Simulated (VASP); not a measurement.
# KI (Imm2) in VASP: single point with HSE06

Aim: the single point of KI with HSE06.

Everything below comes from runs of VASP 6.6.1. Logs are shortened: lines on timing, memory, paths and dates and some standing lists are left out, and cuts for length are marked.

### 1 The cell of the first run

Symmetry: Imm2, No. 44, orthorhombic system. The conventional cell has a = 5.468 Å, b = 5.749 Å, c = 7.932 Å, α = 90.00°, β = 90.00°, γ = 90.00°. K (site symmetry mm2) has 4 I at 3.43 to 3.44 Å within 4.5 Å. Within 4.5 Å of I (site symmetry mm2) lie 4 K at 3.43 to 3.44 Å.

### 2 Single point, HSE06 (shear xy strain -5.0%)

Contents of POSCAR:

```
KI
1.0
   -0.0991473551      3.9658942029      3.9658942029
    3.9658942029     -0.0991473551      3.9658942029
    3.8667468479      3.8667468479      0.0000000000
K I
1 1
Direct
   -0.0058636195     -0.0058636195      0.0058636195
    0.2558636195      0.2558636195      0.2441363805
```

Contents of INCAR.step1:

```
  ALGO = Normal
  EDIFF = 1E-5
  ENCUT = 520
  GGA = PE
  ISIF = 2
  ISMEAR = 0
  LASPH = T
  LCHARG = F
  LREAL = F
  LWAVE = T
  NBANDS = 15
  NELM = 100
  PREC = Accurate
  SIGMA = 0.01
```

Contents of INCAR.step2:

```
  ALGO = Normal
  EDIFF = 1E-6
  ENCUT = 520
  GGA = PE
  HFSCREEN = 0.2079
  ISIF = 2
  ISMEAR = 0
  ISTART = 1
  LASPH = T
  LCHARG = F
  LHFCALC = T
  LREAL = F
  LWAVE = F
  NBANDS = 15
  NELM = 100
  PREC = Accurate
  PRECFOCK = Normal
  SIGMA = 0.01
```

Contents of KPOINTS:

```
k-points
0
Gamma
  4 4 4
```

Potentials or basis: VASP PAW PBE potentials, release 64 (K_sv, I).

Run with:

```console
$ cat potpaw_PBE.64/K_sv/POTCAR potpaw_PBE.64/I/POTCAR > POTCAR
$ cp INCAR.step1 INCAR
$ mpirun -np 1 vasp_std > vasp.out
$ cp INCAR.step2 INCAR
$ mpirun -np 1 vasp_std > vasp.out
```

OUTCAR:

```text
EDIFF = 1E-6
   ENCUT = 520
   GGA = PE
   HFSCREEN = 0.2079
   ISIF = 2
   ISMEAR = 0
   ISTART = 1
   LASPH = T
   LHFCALC = T
   LREAL = F
   NELM = 100
   PREC = Accurate
   PRECFOCK = Normal

 ion  position               nearest neighbor table
   1  0.994  0.994  0.006-   2 3.43   2 3.43   2 3.44   2 3.44
   2  0.256  0.256  0.244-   1 3.43   1 3.43   1 3.44   1 3.44

  LATTYP: Found a body centered orthorhombic cell.
 ALAT       =     5.4684058346
 B/A-ratio  =     1.0512820513
 C/A-ratio  =     1.4504754486

  Lattice vectors:

 A1 = (   0.0991473551,  -3.9658942029,  -3.9658942029)
 A2 = (  -0.0991473550,   3.9658942030,  -3.9658942029)
 A3 = (   3.9658942029,  -0.0991473551,   3.9658942029)

Analysis of symmetry for initial positions (statically):
=====================================================================
 Subroutine PRICEL returns:
 Original cell was already a primitive cell.

 Routine SETGRP: Setting up the symmetry group for a
 body centered orthorhombic supercell.

 Subroutine GETGRP returns: Found  4 space group operations
 (whereof  4 operations were pure point group operations)
 out of a pool of  8 trial point group operations.

The static configuration has the point symmetry C_2v.

Analysis of symmetry for dynamics (positions and initial velocities):
=====================================================================
 Subroutine PRICEL returns:
 Original cell was already a primitive cell.

 Routine SETGRP: Setting up the symmetry group for a
 body centered orthorhombic supercell.

 Subroutine GETGRP returns: Found  4 space group operations
 (whereof  4 operations were pure point group operations)
 out of a pool of  8 trial point group operations.

The dynamic configuration has the point symmetry C_2v.

 Subroutine INISYM returns: Found  4 space group operations
 (whereof  4 operations are pure point group operations),
 and found     1 'primitive' translations

----------------------------------------------------------------------------------------

                                     Primitive cell

  volume of cell :     124.6757

  direct lattice vectors                    reciprocal lattice vectors
    -0.099147355  3.965894203  3.965894203    -0.122999973  0.122999973  0.126074972
     3.965894203 -0.099147355  3.965894203     0.122999973 -0.122999973  0.126074972
[... 96 lines left out ...]
   IMIX   =      1    mixing-type and parameters
     AMIX     =   0.40;   BMIX     =  1.00
     AMIX_MAG =   1.60;   BMIX_MAG =  1.00
  volume/ion in A,a.u.               =      62.34       420.68
  Fermi-wavevector in a.u.,A,eV,Ry     =   0.825761  1.560461  9.277551  0.681881
  Thomas-Fermi vector in A             =   1.937675
   LORBIT       =      0    0 simple, 1 ext, 2 COOP (PROOUT), +10 PAW based schemes
   GGA     = PE    functional components
   LHFCALC =     T    Hartree Fock is set to
   PRECFOCK=normal    Normal, Fast or Accurate (Low or Medium for compatibility)
   ENCUT4O =  -1.0   cutoff for four orbital integrals eV
   NKREDX  =     1    reduce k-point grid by
   NKREDY  =     1    reduce k-point grid by
   NKREDZ  =     1    reduce k-point grid by
   AEXX    =    0.2500 exact exchange contribution
   HFSCREEN=    0.2079 screening length (either q_TF or 0.3 A-1)
   HFSCREENC=   0.2079 screening length for correlation (either q_TF or 0.3 A-1)
   ENCUTFOCK=  -1.0 apply spherical cutoff to Coloumb kernel
   IVDW    =     0    specifies the selected vdW correction
   LEPSILON=     F    determine dielectric tensor
   LRPA    =     F    only Hartree local field effects (RPA)
 non-spin polarized calculation
 Gauss-broadening in eV      SIGMA  =   0.01
  energy-cutoff  :      520.00
  volume of cell :      124.68
 maximum number of plane-waves:      3376
 NGX is ok and might be reduce to    42
  NGX = 32; NGY = 32; NGZ = 32

 number of electron      16.0000001 magnetization

 Free energy of the ion-electron system (eV)
  ---------------------------------------------------
  ext. energy  EPLUGINS =         0.00000000
  ---------------------------------------------------
  free energy    TOTEN  =        -6.21224084 eV

  energy without entropy =       -6.21224084  energy(sigma->0) =       -6.21224084

 E-fermi :  -2.7935     XC(G=0):  -4.8698

 val. band max:       -2.8632790227   @ k =   0.0000   0.0000   0.0000
 cond. band min:       1.9615701013   @ k =   0.0000   0.0000   0.0000
 fundamental gap:      4.8248491240
 Fermi energy:        -2.7935310965

 k-point     1 :       0.0000    0.0000    0.0000
  band No.  band energies     occupation
      1     -33.6939      2.00000
      2     -15.8355      2.00000
      3     -15.8331      2.00000
      4     -15.8305      2.00000
      5     -13.7763      2.00000
      6      -2.9467      2.00000
      7      -2.9098      2.00000
      8      -2.8633      2.00000
      9       1.9616      0.00000
     10       5.8562      0.00000
     11       5.8793      0.00000
     12       6.2073      0.00000
     13       6.3444      0.00000
     14       6.4262      0.00000
[... 293 lines left out ...]
      2     -15.9079      2.00000
      3     -15.8437      2.00000
      4     -15.8410      2.00000
      5     -13.6290      2.00000
      6      -3.2359      2.00000
      7      -3.1670      2.00000
      8      -2.9869      2.00000
      9       3.6618      0.00000
     10       4.5947      0.00000
     11       5.6640      0.00000
     12       5.7356      0.00000
     13       6.8064      0.00000
     14       7.2090      0.00000
     15       7.6952      0.00000

------------------------ aborting loop because EDIFF is reached ----------------------------------------

  FORCE on cell =-STRESS in cart. coord.  units (eV):
  Direction    XX          YY          ZZ          XY          YZ          ZX
  --------------------------------------------------------------------------------------
  -------------------------------------------------------------------------------------
  Total        0.0652842      0.0652842      0.0580575      0.0594435     -0.0000000     -0.0000000
  in kB        0.8389514      0.8389514      0.7460826      0.7638944     -0.0000000     -0.0000000
  external PRESSURE =       0.8079951 kB  Pullay stress =       0.0000000 kB

 VOLUME and BASIS-vectors are now :
 -----------------------------------------------------------------------------
  energy-cutoff  :      520.00
  volume of cell :      124.68
      direct lattice vectors                 reciprocal lattice vectors
    -0.099147355  3.965894203  3.965894203    -0.122999973  0.122999973  0.126074972
     3.965894203 -0.099147355  3.965894203     0.122999973 -0.122999973  0.126074972
     3.866746848  3.866746848  0.000000000     0.129307663  0.129307663 -0.126074972

 POSITION                                       TOTAL-FORCE (eV/Angst)
 -----------------------------------------------------------------------------------
      3.86675      3.86675      7.88528        -0.000000     -0.000000      0.001042
      1.93337      1.93337      2.02946         0.000000      0.000000     -0.001042
 -----------------------------------------------------------------------------------
    total drift:                                0.000000     -0.000000      0.000199

  FREE ENERGIE OF THE ION-ELECTRON SYSTEM (eV)
  ---------------------------------------------------
  free  energy   TOTEN  =        -6.2122408380 eV

  energy  without entropy=       -6.2122408380  energy(sigma->0) =       -6.21224084
```

OSZICAR.step1:

```text
N       E                     dE             d eps       ncg     rms          rms(c)
DAV:   1     0.909030227330E+02    0.90903E+02   -0.58491E+03   540   0.845E+02
DAV:   2     0.138765407087E+01   -0.89515E+02   -0.82787E+02   687   0.200E+02
DAV:   3    -0.514174626726E+01   -0.65294E+01   -0.64937E+01   766   0.482E+01
DAV:   4    -0.556670927976E+01   -0.42496E+00   -0.42488E+00   951   0.105E+01
DAV:   5    -0.556755881525E+01   -0.84954E-03   -0.84952E-03   758   0.578E-01    0.294E+00
DAV:   6    -0.538848374050E+01    0.17908E+00   -0.20165E-01   722   0.212E+00    0.215E+00
DAV:   7    -0.536500870492E+01    0.23475E-01   -0.21548E-01   764   0.192E+00    0.933E-01
DAV:   8    -0.538106368257E+01   -0.16055E-01   -0.22884E-02   678   0.834E-01    0.151E-01
DAV:   9    -0.538351556361E+01   -0.24519E-02   -0.38821E-03   610   0.273E-01    0.105E-01
DAV:  10    -0.538438721551E+01   -0.87165E-03   -0.58974E-04   563   0.143E-01    0.249E-02
DAV:  11    -0.538449231622E+01   -0.10510E-03   -0.14934E-04   694   0.639E-02    0.229E-02
DAV:  12    -0.538451532333E+01   -0.23007E-04   -0.23960E-05   560   0.337E-02    0.937E-03
DAV:  13    -0.538451604168E+01   -0.71835E-06   -0.45163E-07   627   0.545E-03
   1 F= -.53845160E+01 E0= -.53845160E+01  d E =-.776589E-12
```

Run time: 25 min. Hardware: 1 thread of Intel Xeon Platinum 8488C (Sapphire Rapids), shared host; peak memory 0.39 GiB.

What came out:

* Free energy: -6.2122 eV
* Pressure: 0.1 GPa
* Band gap on the k mesh: 4.82 eV

Stress tensor (GPa, compression positive):
```
0.08 0.08 0.00
0.08 0.08 0.00
0.00 0.00 0.07
```

Levels at points of the mesh, in eV from the valence-band top:
```
           k point  band 5  band 6  band 7  band 8  band 9  band 10  band 11  band 12
(0.00, 0.00, 0.00)  -10.91   -0.08   -0.05    0.00    4.82     8.72     8.74     9.07
(0.50, 0.00, 0.00)  -10.80   -0.54   -0.05   -0.02    6.60     7.40     8.06     8.36
(0.50, 0.50, 0.00)  -10.77   -0.54   -0.16   -0.06    6.17     7.24     8.99     9.54
(0.00, 0.00, 0.50)  -10.80   -0.52   -0.09   -0.07    6.62     7.50     7.99     8.29
(0.50, 0.00, 0.50)  -10.77   -0.54   -0.12   -0.11    6.18     7.24     8.99     9.56
```

Caveat: the cell differs from its parent crystal (shear xy strain -5.0%); the PAW data sets were made with another functional, which shifts forces and pressure a little; spin-orbit coupling is left out, which moves the levels of the heavy elements.
